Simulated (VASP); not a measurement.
# Zr2H6Pb (Fm-3m) in VASP: a series of runs, part 2 of 4

VASP 6.6.1. The steps go on from the part before.

## (3) Single point, PBE

This run uses another cell than the first one, of 20.29 Å³/atom, 1.496 times its volume.

File INCAR:

```
PREC = Accurate
ENCUT = 520
EDIFF = 1E-6
ISMEAR = 0
SIGMA = 0.1
LREAL = False
LASPH = True
NELM = 60
ALGO = Normal
ISIF = 2
LWAVE = False
LCHARG = False
GGA = PE
NBANDS = 32
```

File KPOINTS:

```
regular mesh
0
Gamma
  4 4 4
```

File POSCAR:

```
Zr2H6Pb
1.0
    0.0000000000      4.5029344500      4.5029344500
    4.5029344500      0.0000000000      4.5029344500
    4.5029344500      4.5029344500      0.0000000000
Zr H Pb
2 6 1
Direct
    0.7500000000      0.7500000000      0.7500000000
    0.2500000000      0.2500000000      0.2500000000
    0.5000000000      0.0000000000      0.0000000000
    0.0000000000      0.5000000000      0.5000000000
    0.0000000000      0.5000000000      0.0000000000
    0.5000000000      0.0000000000      0.5000000000
    0.0000000000      0.0000000000      0.5000000000
    0.5000000000      0.5000000000      0.0000000000
    0.0000000000      0.0000000000      0.0000000000
```

Potentials or basis: VASP PAW PBE potentials, release 64 (Zr_sv, H, Pb_d).

Launch:

```console
> cat potpaw_PBE.64/Zr_sv/POTCAR potpaw_PBE.64/H/POTCAR potpaw_PBE.64/Pb_d/POTCAR > POTCAR
> mpirun -np 1 vasp_std > vasp.out
```

OUTCAR:

```text
PREC = Accurate
   ENCUT = 520
   EDIFF = 1E-6
   ISMEAR = 0
   LREAL = False
   LASPH = True
   NELM = 60
   ISIF = 2
   GGA = PE

 ion  position               nearest neighbor table
   1  0.750  0.750  0.750-   3 2.25   4 2.25   5 2.25   6 2.25   7 2.25   8 2.25   9 3.90   9 3.90
                             9 3.90   9 3.90
   2  0.250  0.250  0.250-   3 2.25   4 2.25   5 2.25   6 2.25   7 2.25   8 2.25   9 3.90   9 3.90
                             9 3.90   9 3.90
   3  0.500  0.000  0.000-   1 2.25   2 2.25
   4  0.000  0.500  0.500-   1 2.25   2 2.25
   5  0.000  0.500  0.000-   1 2.25   2 2.25
   6  0.500  0.000  0.500-   1 2.25   2 2.25
   7  0.000  0.000  0.500-   1 2.25   2 2.25
   8  0.500  0.500  0.000-   1 2.25   2 2.25
   9  0.000  0.000  0.000-   1 3.90   1 3.90   1 3.90   1 3.90   2 3.90   2 3.90   2 3.90   2 3.90

  LATTYP: Found a face centered cubic cell.
 ALAT       =     9.0058689000

  Lattice vectors:

 A1 = (   0.0000000000,   4.5029344500,   4.5029344500)
 A2 = (   4.5029344500,   0.0000000000,   4.5029344500)
 A3 = (   4.5029344500,   4.5029344500,   0.0000000000)

Analysis of symmetry for initial positions (statically):
=====================================================================
 Subroutine PRICEL returns:
 Original cell was already a primitive cell.

 Routine SETGRP: Setting up the symmetry group for a
 face centered cubic supercell.

 Subroutine GETGRP returns: Found 48 space group operations
 (whereof 48 operations were pure point group operations)
 out of a pool of 48 trial point group operations.

The static configuration has the point symmetry O_h .

Analysis of symmetry for dynamics (positions and initial velocities):
=====================================================================
 Subroutine PRICEL returns:
 Original cell was already a primitive cell.

 Routine SETGRP: Setting up the symmetry group for a
 face centered cubic supercell.

 Subroutine GETGRP returns: Found 48 space group operations
 (whereof 48 operations were pure point group operations)
 out of a pool of 48 trial point group operations.

The dynamic configuration has the point symmetry O_h .

 Subroutine INISYM returns: Found 48 space group operations
 (whereof 48 operations are pure point group operations),
 and found     1 'primitive' translations

----------------------------------------------------------------------------------------

                                     Primitive cell

  volume of cell :     182.6068

  direct lattice vectors                    reciprocal lattice vectors
     0.000000000  4.502934450  4.502934450    -0.111038703  0.111038703  0.111038703
     4.502934450  0.000000000  4.502934450     0.111038703 -0.111038703  0.111038703
     4.502934450  4.502934450  0.000000000     0.111038703  0.111038703 -0.111038703

  length of vectors
     6.368110970  6.368110970  6.368110970     0.192324675  0.192324675  0.192324675

  position of ions in fractional coordinates (direct lattice)
     0.750000000  0.750000000  0.750000000
[... 49 lines left out ...]
  0.000000  0.000000  0.000000      1.000000
  0.250000  0.000000  0.000000      8.000000
  0.500000  0.000000  0.000000      4.000000
  0.250000  0.250000  0.000000      6.000000
  0.500000  0.250000  0.000000     24.000000
 -0.250000  0.250000  0.000000     12.000000
  0.500000  0.500000  0.000000      3.000000
 -0.250000  0.500000  0.250000      6.000000
   k-points           NKPTS =      8   k-points in BZ     NKDIM =      8   number of bands    NBANDS=     32
   number of dos      NEDOS =    301   number of ions     NIONS =      9
   total plane-waves  NPLWV = 110592
   dimension x,y,z NGX =    48 NGY =   48 NGZ =   48
   dimension x,y,z NGXF=    96 NGYF=   96 NGZF=   96
   ions per type =               2   6   1
   NGX,Y,Z   is equivalent  to a cutoff of  12.53, 12.53, 12.53 a.u.
   NGXF,Y,Z  is equivalent  to a cutoff of  25.06, 25.06, 25.06 a.u.
 SYSTEM =  unknown system
   PREC   = accura    normal or accurate (medium, high low for compatibility)
   ISTART =      0    job   : 0-new  1-cont  2-samecut
   ICHARG =      2    charge: 1-file 2-atom 10-const
   ISPIN  =      1    spin polarized calculation?
   LNONCOLLINEAR =      F non collinear calculations
   LSORBIT =      F    spin-orbit coupling
   LASPH  =      T    aspherical Exc in radial PAW
   ENCUT  =  520.0 eV  38.22 Ry    6.18 a.u.  11.84 11.84 11.84*2*pi/ulx,y,z
   NELM   =     60;   NELMIN=  2; NELMDL= -5     # of ELM steps
   EDIFF  = 0.1E-05   stopping-criterion for ELM
   LREAL  =      F    real-space projection
   EDIFFG = 0.1E-04   stopping-criterion for IOM
   NSW    =      0    number of steps for IOM
   IBRION =     -1    ionic relax: 0-MD 1-quasi-New 2-CG
   NFREE  =      0    steps in history (QN), initial steepest desc. (CG)
   ISIF   =      2    stress and relaxation
   ISYM   =      2    0-nonsym 1-usesym 2-fastsym
   POTIM  = 0.5000    time-step for ionic-motion
   TEBEG  =    0.0;   TEEND  =   0.0 temperature during run
   PSTRESS=    0.0 pullay stress
   NELECT =      44.0000    total number of electrons
   NUPDOWN=      -1.0000    fix difference up-down
   EMIN   =  10.00;   EMAX   =-10.00  energy-range for DOS
   EFERMI =   0.00;   METHOD = LEGACY
   ISMEAR =     0;   SIGMA  =   0.10  broadening in eV -4-tet -1-fermi 0-gaus
   EFERMI_NEDOS =   21; number of points for ismear=-14 and -15
   IALGO  =     38    algorithm
   IMIX   =      4    mixing-type and parameters
     AMIX     =   0.40;   BMIX     =  1.00
     AMIX_MAG =   1.60;   BMIX_MAG =  1.00
  volume/ion in A,a.u.               =      20.29       136.92
  Fermi-wavevector in a.u.,A,eV,Ry     =   1.018717  1.925095 14.119905  1.037784
  Thomas-Fermi vector in A             =   2.152190
   LORBIT       =      0    0 simple, 1 ext, 2 COOP (PROOUT), +10 PAW based schemes
   GGA     = PE    functional components
   LHFCALC =     F    Hartree Fock is set to
   AEXX    =    0.0000 exact exchange contribution
   IVDW    =     0    specifies the selected vdW correction
   LEPSILON=     F    determine dielectric tensor
   LRPA    =     F    only Hartree local field effects (RPA)
 non-spin polarized calculation
 Gauss-broadening in eV      SIGMA  =   0.10
  energy-cutoff  :      520.00
  volume of cell :      182.61
 maximum number of plane-waves:      4957
   NGX = 23   NGY = 23   NGZ = 23

 number of electron      43.9999999 magnetization

 Free energy of the ion-electron system (eV)
  ---------------------------------------------------
  ext. energy  EPLUGINS =         0.00000000
  ---------------------------------------------------
  free energy    TOTEN  =       -37.64996083 eV

  energy without entropy =      -37.63826375  energy(sigma->0) =      -37.64411229

 E-fermi :   1.8685     XC(G=0):  -7.6426

 val. band max:        1.8004842103   @ k =  -0.2500   0.2500   0.0000
 cond. band min:       2.0777518612   @ k =   0.5000   0.5000   0.0000
 fundamental gap:      0.2772676509
 Fermi energy:         1.8684580044

 k-point     1 :       0.0000    0.0000    0.0000
  band No.  band energies     occupation
      1     -48.5808      2.00000
      2     -48.5793      2.00000
      3     -26.5042      2.00000
      4     -26.5042      2.00000
      5     -26.5042      2.00000
      6     -26.4867      2.00000
[... 269 lines left out ...]
     31       4.2346      0.00000
     32       5.3153      0.00000

------------------------ aborting loop because EDIFF is reached ----------------------------------------

  FORCE on cell =-STRESS in cart. coord.  units (eV):
  Direction    XX          YY          ZZ          XY          YZ          ZX
  --------------------------------------------------------------------------------------
  -------------------------------------------------------------------------------------
  Total      -13.4575093    -13.4575093    -13.4575093     -0.0000000      0.0000000     -0.0000000
  in kB     -118.0751211   -118.0751211   -118.0751211     -0.0000000      0.0000000     -0.0000000
  external PRESSURE =    -118.0751211 kB  Pullay stress =       0.0000000 kB

 VOLUME and BASIS-vectors are now :
 -----------------------------------------------------------------------------
  energy-cutoff  :      520.00
  volume of cell :      182.61
      direct lattice vectors                 reciprocal lattice vectors
     0.000000000  4.502934450  4.502934450    -0.111038703  0.111038703  0.111038703
     4.502934450  0.000000000  4.502934450     0.111038703 -0.111038703  0.111038703
     4.502934450  4.502934450  0.000000000     0.111038703  0.111038703 -0.111038703

 POSITION                                       TOTAL-FORCE (eV/Angst)
 -----------------------------------------------------------------------------------
      6.75440      6.75440      6.75440         0.000000      0.000000      0.000000
      2.25147      2.25147      2.25147        -0.000000     -0.000000      0.000000
      0.00000      2.25147      2.25147         0.000000     -0.000000     -0.000000
      4.50293      2.25147      2.25147         0.000000     -0.000000     -0.000000
      2.25147      0.00000      2.25147         0.000000     -0.000000     -0.000000
      2.25147      4.50293      2.25147         0.000000     -0.000000     -0.000000
      2.25147      2.25147      0.00000         0.000000     -0.000000     -0.000000
      2.25147      2.25147      4.50293         0.000000     -0.000000     -0.000000
      0.00000      0.00000      0.00000         0.000000     -0.000000     -0.000000
 -----------------------------------------------------------------------------------
    total drift:                               -0.000000     -0.000000      0.000000

  FREE ENERGIE OF THE ION-ELECTRON SYSTEM (eV)
  ---------------------------------------------------
  free  energy   TOTEN  =       -37.6499608330 eV

  energy  without entropy=      -37.6382637549  energy(sigma->0) =      -37.64411229
```

It took 37 s on 1 thread of Intel Xeon 6975P-C (Granite Rapids), shared host; peak memory 0.33 GiB.

What came out:

* Free energy: -37.6500 eV
* Pressure: -11.8 GPa
* Band gap on the k mesh: zero (band 22 reaches 2.20 eV, above the bottom of band 23 at 0.75 eV)

Caveat: spin-orbit coupling is left out, which moves the levels of the heavy elements.

## (4) Single point, PBE

This run uses another cell than the first one, of 13.50 Å³/atom, 0.996 times its volume.

File INCAR:

```
PREC     = Accurate       # precision mode
ENCUT    = 520            # plane-wave cutoff, eV
EDIFF    = 1E-7           # SCF threshold, eV
ISMEAR   = 0              # smearing method
SIGMA    = 0.1            # smearing width, eV
LREAL    = F              # projectors in reciprocal space
LASPH    = T              # aspherical terms in the spheres
NELM     = 80             # most SCF steps
ALGO     = Normal         # electronic algorithm
ISIF     = 2              # what is computed and relaxed
LWAVE    = F              # write WAVECAR
LCHARG   = T              # write CHGCAR
GGA      = PE             # functional
LELF     = T              # ELF
LVHAR    = T            
NBANDS   = 32             # bands
```

File KPOINTS:

```
regular mesh
0
Gamma
  8 8 8
```

POSCAR, as its differences from that of step 3:

```diff
@@ -2,5 +2,5 @@
 1.0
-    0.0000000000      4.5029344500      4.5029344500
-    4.5029344500      0.0000000000      4.5029344500
-    4.5029344500      4.5029344500      0.0000000000
+    0.0000000000      3.9315780863      3.9315780863
+    3.9315780863      0.0000000000      3.9315780863
+    3.9315780863      3.9315780863      0.0000000000
 Zr H Pb
```

Launch:

```console
> cat potpaw_PBE.64/Zr_sv/POTCAR potpaw_PBE.64/H/POTCAR potpaw_PBE.64/Pb_d/POTCAR > POTCAR
> mpirun -np 1 vasp_std > vasp.out
```

Wall time 93 s (1 thread of Intel Xeon 6975P-C (Granite Rapids), shared host); peak memory 0.32 GiB.

It converged, with:

```
Free energy            : -40.6869 eV
Pressure               : -0.1 GPa
Band gap on the k mesh : zero (band 22 reaches 5.15 eV, above the bottom of band 23 at 2.62 eV)
```

Levels at points of the mesh, in eV from the Fermi level:
```csv
k point,band 20,band 21,band 22,band 23,band 24,band 25
"(0.00, 0.00, 0.00)",-2.87,-2.16,-2.16,-2.16,1.77,1.77
"(0.50, 0.00, 0.00)",-3.79,-0.93,-0.93,0.26,0.53,0.53
"(0.50, 0.50, 0.00)",-2.88,0.15,0.15,0.47,0.89,0.89
```

Caveat: spin-orbit coupling is left out, which moves the levels of the heavy elements.

(Continued in part 3 of 4.)
